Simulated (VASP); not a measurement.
# AgWS4 (F-43m) in VASP: single point with PBE

Aim: the single point of AgWS4 with PBE.

All numbers are computed with VASP 6.6.1; they aren't measurements. Logs are shortened: lines on timing, memory, paths and dates and some standing lists are left out, and cuts for length are marked.

## Step 1: The cell of the first run

Symmetry: F-43m, No. 216, cubic system. Conventional cell: a = 8.263 Å, b = 8.263 Å, c = 8.263 Å, α = 90.00°, β = 90.00°, γ = 90.00°. Ag (site symmetry -43m) has 12 S at 3.43 Å and 4 W at 3.58 Å within 4.5 Å. W (site symmetry -43m) has 12 S at 3.43 Å and 4 Ag at 3.58 Å within 4.5 Å. S (site symmetry 3m) has 6 S at 2.92 to 2.93 Å and 3 W at 3.43 Å and 3 Ag at 3.43 Å within 3.8 Å.

## Step 2: Single point, PBE

INCAR reads:

```
PREC = Accurate
ENCUT = 520
EDIFF = 1E-6
ISMEAR = 0
SIGMA = 0.1
LREAL = False
LASPH = True
NELM = 60
ALGO = Normal
ISIF = 2
LWAVE = False
LCHARG = False
GGA = PE
NBANDS = 34
```

KPOINTS reads:

```
Automatic mesh
0
Gamma
  4 4 4
```

POSCAR reads:

```
AgWS4
1.0
    0.0000000000      4.1313366900      4.1313366900
    4.1313366900      0.0000000000      4.1313366900
    4.1313366900      4.1313366900      0.0000000000
Ag W S
1 1 4
Direct
    0.0000000000      0.0000000000      0.0000000000
    0.7500000000      0.7500000000      0.7500000000
    0.8744941400      0.3751686200      0.3751686200
    0.3751686200      0.3751686200      0.3751686200
    0.3751686200      0.8744941400      0.3751686200
    0.3751686200      0.3751686200      0.8744941400
```

Potentials or basis: VASP PAW PBE potentials, release 64 (Ag, W_sv, S).

Started as:

```console
$ cat potpaw_PBE.64/Ag/POTCAR potpaw_PBE.64/W_sv/POTCAR potpaw_PBE.64/S/POTCAR > POTCAR
$ mpirun -np 1 vasp_std > vasp.out
```

OUTCAR:

```text
PREC = Accurate
   ENCUT = 520
   EDIFF = 1E-6
   ISMEAR = 0
   LREAL = False
   LASPH = True
   NELM = 60
   ISIF = 2
   GGA = PE

 ion  position               nearest neighbor table
   1  0.000  0.000  0.000-
   2  0.750  0.750  0.750-
   3  0.874  0.375  0.375-
   4  0.375  0.375  0.375-
   5  0.375  0.874  0.375-
   6  0.375  0.375  0.874-

  LATTYP: Found a face centered cubic cell.
 ALAT       =     8.2626733800

  Lattice vectors:

 A1 = (   0.0000000000,   4.1313366900,   4.1313366900)
 A2 = (   4.1313366900,   0.0000000000,   4.1313366900)
 A3 = (   4.1313366900,   4.1313366900,   0.0000000000)

Analysis of symmetry for initial positions (statically):
=====================================================================
 Subroutine PRICEL returns:
 Original cell was already a primitive cell.

 Routine SETGRP: Setting up the symmetry group for a
 face centered cubic supercell.

 Subroutine GETGRP returns: Found 24 space group operations
 (whereof 24 operations were pure point group operations)
 out of a pool of 48 trial point group operations.

The static configuration has the point symmetry T_d .

Analysis of symmetry for dynamics (positions and initial velocities):
=====================================================================
 Subroutine PRICEL returns:
 Original cell was already a primitive cell.

 Routine SETGRP: Setting up the symmetry group for a
 face centered cubic supercell.

 Subroutine GETGRP returns: Found 24 space group operations
 (whereof 24 operations were pure point group operations)
 out of a pool of 48 trial point group operations.

The dynamic configuration has the point symmetry T_d .

 Subroutine INISYM returns: Found 24 space group operations
 (whereof 24 operations are pure point group operations),
 and found     1 'primitive' translations

----------------------------------------------------------------------------------------

                                     Primitive cell

  volume of cell :     141.0268

  direct lattice vectors                    reciprocal lattice vectors
     0.000000000  4.131336690  4.131336690    -0.121026205  0.121026205  0.121026205
     4.131336690  0.000000000  4.131336690     0.121026205 -0.121026205  0.121026205
     4.131336690  4.131336690  0.000000000     0.121026205  0.121026205 -0.121026205

  length of vectors
     5.842592378  5.842592378  5.842592378     0.209623536  0.209623536  0.209623536

  position of ions in fractional coordinates (direct lattice)
     0.000000000  0.000000000  0.000000000
     0.750000000  0.750000000  0.750000000
     0.874494140  0.375168620  0.375168620
     0.375168620  0.375168620  0.375168620
     0.375168620  0.874494140  0.375168620
     0.375168620  0.375168620  0.874494140

  ion indices of the primitive-cell ions
   primitive index   ion index
                 1           1
                 2           2
                 3           3
                 4           4
                 5           5
                 6           6

----------------------------------------------------------------------------------------

 KPOINTS: Automatic mesh

Automatic generation of k-mesh.
 Grid dimensions read from file:
 generate k-points for:    4    4    4

 Generating k-lattice:

  Cartesian coordinates                     Fractional coordinates (reciprocal lattice)
    -0.030256551  0.030256551  0.030256551     0.250000000  0.000000000  0.000000000
     0.030256551 -0.030256551  0.030256551     0.000000000  0.250000000  0.000000000
     0.030256551  0.030256551 -0.030256551     0.000000000  0.000000000  0.250000000

  Length of vectors
     0.052405884  0.052405884  0.052405884

  Shift w.r.t. Gamma in fractional coordinates (k-lattice)
     0.000000000  0.000000000  0.000000000

 Subroutine IBZKPT returns following result:
 ===========================================

 Found      8 irreducible k-points:

 Following reciprocal coordinates:
            Coordinates               Weight
  0.000000  0.000000  0.000000      1.000000
  0.250000  0.000000  0.000000      8.000000
  0.500000  0.000000  0.000000      4.000000
  0.250000  0.250000  0.000000      6.000000
  0.500000  0.250000  0.000000     24.000000
 -0.250000  0.250000  0.000000     12.000000
  0.500000  0.500000  0.000000      3.000000
 -0.250000  0.500000  0.250000      6.000000
   k-points           NKPTS =      8   k-points in BZ     NKDIM =      8   number of bands    NBANDS=     34
   number of dos      NEDOS =    301   number of ions     NIONS =      6
   total plane-waves  NPLWV = 110592
   dimension x,y,z NGX =    48 NGY =   48 NGZ =   48
   dimension x,y,z NGXF=    96 NGYF=   96 NGZF=   96
   ions per type =               1   1   4
   NGX,Y,Z   is equivalent  to a cutoff of  13.66, 13.66, 13.66 a.u.
   NGXF,Y,Z  is equivalent  to a cutoff of  27.32, 27.32, 27.32 a.u.
 SYSTEM =  unknown system
   PREC   = accura    normal or accurate (medium, high low for compatibility)
   ISTART =      0    job   : 0-new  1-cont  2-samecut
   ICHARG =      2    charge: 1-file 2-atom 10-const
   ISPIN  =      1    spin polarized calculation?
   LNONCOLLINEAR =      F non collinear calculations
   LSORBIT =      F    spin-orbit coupling
   LASPH  =      T    aspherical Exc in radial PAW
   ENCUT  =  520.0 eV  38.22 Ry    6.18 a.u.  10.86 10.86 10.86*2*pi/ulx,y,z
   NELM   =     60;   NELMIN=  2; NELMDL= -5     # of ELM steps
   EDIFF  = 0.1E-05   stopping-criterion for ELM
   LREAL  =      F    real-space projection
   EDIFFG = 0.1E-04   stopping-criterion for IOM
   NSW    =      0    number of steps for IOM
   IBRION =     -1    ionic relax: 0-MD 1-quasi-New 2-CG
   NFREE  =      0    steps in history (QN), initial steepest desc. (CG)
   ISIF   =      2    stress and relaxation
   ISYM   =      2    0-nonsym 1-usesym 2-fastsym
   POTIM  = 0.5000    time-step for ionic-motion
   TEBEG  =    0.0;   TEEND  =   0.0 temperature during run
   PSTRESS=    0.0 pullay stress
   NELECT =      49.0000    total number of electrons
   NUPDOWN=      -1.0000    fix difference up-down
   EMIN   =  10.00;   EMAX   =-10.00  energy-range for DOS
[... 5 lines left out ...]
     AMIX     =   0.40;   BMIX     =  1.00
     AMIX_MAG =   1.60;   BMIX_MAG =  1.00
  volume/ion in A,a.u.               =      23.50       158.62
  Fermi-wavevector in a.u.,A,eV,Ry     =   1.150905  2.174896 18.022047  1.324583
  Thomas-Fermi vector in A             =   2.287566
   LORBIT       =      0    0 simple, 1 ext, 2 COOP (PROOUT), +10 PAW based schemes
   GGA     = PE    functional components
   LHFCALC =     F    Hartree Fock is set to
   AEXX    =    0.0000 exact exchange contribution
   IVDW    =     0    specifies the selected vdW correction
   LEPSILON=     F    determine dielectric tensor
   LRPA    =     F    only Hartree local field effects (RPA)
 non-spin polarized calculation
 Gauss-broadening in eV      SIGMA  =   0.10
  energy-cutoff  :      520.00
  volume of cell :      141.03
 maximum number of plane-waves:      3839
 NGX is ok and might be reduce to    48
   NGX = 21   NGY = 21   NGZ = 21

 number of electron      48.9999998 magnetization

 Free energy of the ion-electron system (eV)
  ---------------------------------------------------
  ext. energy  EPLUGINS =         0.00000000
  ---------------------------------------------------
  free energy    TOTEN  =       -20.74764529 eV

  energy without entropy =      -20.67825328  energy(sigma->0) =      -20.71294928

 E-fermi :   4.2824     XC(G=0):  -9.8743

 val. band max:        4.2635085023   @ k =   0.5000   0.2500   0.0000
 cond. band min:       4.2896245480   @ k =  -0.2500   0.2500   0.0000
 fundamental gap:      0.0261160457
 Fermi energy:         4.2823613426

 k-point     1 :       0.0000    0.0000    0.0000
  band No.  band energies     occupation
      1     -70.7566      2.00000
      2     -34.8406      2.00000
      3     -34.8406      2.00000
      4     -34.8406      2.00000
      5      -9.9553      2.00000
      6      -7.2300      2.00000
[... 26 lines left out ...]
     33       7.3890      0.00000
     34       7.3891      0.00000

 k-point     2 :       0.2500    0.0000    0.0000
  band No.  band energies     occupation
      1     -70.7566      2.00000
      2     -34.8406      2.00000
      3     -34.8406      2.00000
      4     -34.8406      2.00000
      5      -9.7437      2.00000
      6      -7.7056      2.00000
[... 26 lines left out ...]
     33       8.3081      0.00000
     34       8.3081      0.00000

 k-point     3 :       0.5000    0.0000    0.0000
  band No.  band energies     occupation
      1     -70.7565      2.00000
      2     -34.8406      2.00000
      3     -34.8406      2.00000
      4     -34.8406      2.00000
      5      -9.4163      2.00000
      6      -8.2570      2.00000
[... 26 lines left out ...]
     33       9.0558      0.00000
     34       9.5711      0.00000

 k-point     4 :       0.2500    0.2500    0.0000
  band No.  band energies     occupation
      1     -70.7566      2.00000
      2     -34.8406      2.00000
      3     -34.8406      2.00000
      4     -34.8406      2.00000
      5      -9.6623      2.00000
      6      -7.8336      2.00000
[... 26 lines left out ...]
     33       8.3533      0.00000
     34       8.3533      0.00000

 k-point     5 :       0.5000    0.2500    0.0000
  band No.  band energies     occupation
      1     -70.7565      2.00000
      2     -34.8406      2.00000
      3     -34.8406      2.00000
      4     -34.8406      2.00000
      5      -9.2721      2.00000
      6      -8.4148      2.00000
[... 26 lines left out ...]
     33       8.6122      0.00000
     34       9.5525      0.00000

 k-point     6 :      -0.2500    0.2500    0.0000
  band No.  band energies     occupation
      1     -70.7565      2.00000
      2     -34.8406      2.00000
      3     -34.8406      2.00000
      4     -34.8406      2.00000
      5      -9.4341      2.00000
      6      -8.1963      2.00000
[... 26 lines left out ...]
     33       8.4714      0.00000
     34       9.3869      0.00000

 k-point     7 :       0.5000    0.5000    0.0000
  band No.  band energies     occupation
      1     -70.7566      2.00000
      2     -34.8406      2.00000
      3     -34.8406      2.00000
      4     -34.8406      2.00000
      5      -8.8867      2.00000
      6      -8.8541      2.00000
[... 26 lines left out ...]
     33       9.7908      0.00000
     34       9.7908      0.00000

 k-point     8 :      -0.2500    0.5000    0.2500
  band No.  band energies     occupation
      1     -70.7566      2.00000
      2     -34.8406      2.00000
      3     -34.8406      2.00000
      4     -34.8406      2.00000
      5      -8.8825      2.00000
      6      -8.8452      2.00000
[... 26 lines left out ...]
     33       8.7180      0.00000
     34       9.1496      0.00000

------------------------ aborting loop because EDIFF is reached ----------------------------------------

  FORCE on cell =-STRESS in cart. coord.  units (eV):
  Direction    XX          YY          ZZ          XY          YZ          ZX
  --------------------------------------------------------------------------------------
  -------------------------------------------------------------------------------------
  Total      -12.5847473    -12.5847473    -12.5847473     -0.0000000      0.0000000     -0.0000000
  in kB     -142.9727653   -142.9727653   -142.9727653     -0.0000000      0.0000000     -0.0000000
  external PRESSURE =    -142.9727653 kB  Pullay stress =       0.0000000 kB

 VOLUME and BASIS-vectors are now :
 -----------------------------------------------------------------------------
  energy-cutoff  :      520.00
  volume of cell :      141.03
      direct lattice vectors                 reciprocal lattice vectors
     0.000000000  4.131336690  4.131336690    -0.121026205  0.121026205  0.121026205
     4.131336690  0.000000000  4.131336690     0.121026205 -0.121026205  0.121026205
     4.131336690  4.131336690  0.000000000     0.121026205  0.121026205 -0.121026205

 POSITION                                       TOTAL-FORCE (eV/Angst)
 -----------------------------------------------------------------------------------
      0.00000      0.00000      0.00000        -0.000000     -0.000000      0.000000
      6.19701      6.19701      6.19701        -0.000000     -0.000000      0.000000
      3.09990      5.16278      5.16278         0.067681     -0.067681     -0.067681
      3.09990      3.09990      3.09990         0.067681      0.067681      0.067681
      5.16278      3.09990      5.16278        -0.067681      0.067681     -0.067681
      5.16278      5.16278      3.09990        -0.067681     -0.067681      0.067681
 -----------------------------------------------------------------------------------
    total drift:                               -0.000000     -0.000000     -0.000000

  FREE ENERGIE OF THE ION-ELECTRON SYSTEM (eV)
  ---------------------------------------------------
  free  energy   TOTEN  =       -20.7476452860 eV

  energy  without entropy=      -20.6782532755  energy(sigma->0) =      -20.71294928
```

Wall time 39 s (1 thread of AMD EPYC 9R45 (Zen 5), shared host); peak memory 0.29 GiB.

What came out:

* Free energy: -20.7476 eV
* Pressure: -14.3 GPa
* Largest force: 0.117 eV/Å

Forces on the atoms (eV/Å):
```
Ag   0.000  0.000  0.000
W    0.000  0.000  0.000
S    0.068 -0.068 -0.068
S    0.068  0.068  0.068
S   -0.068  0.068 -0.068
S   -0.068 -0.068  0.068
```

Caveat: spin-orbit coupling is left out, which moves the levels of the heavy elements.
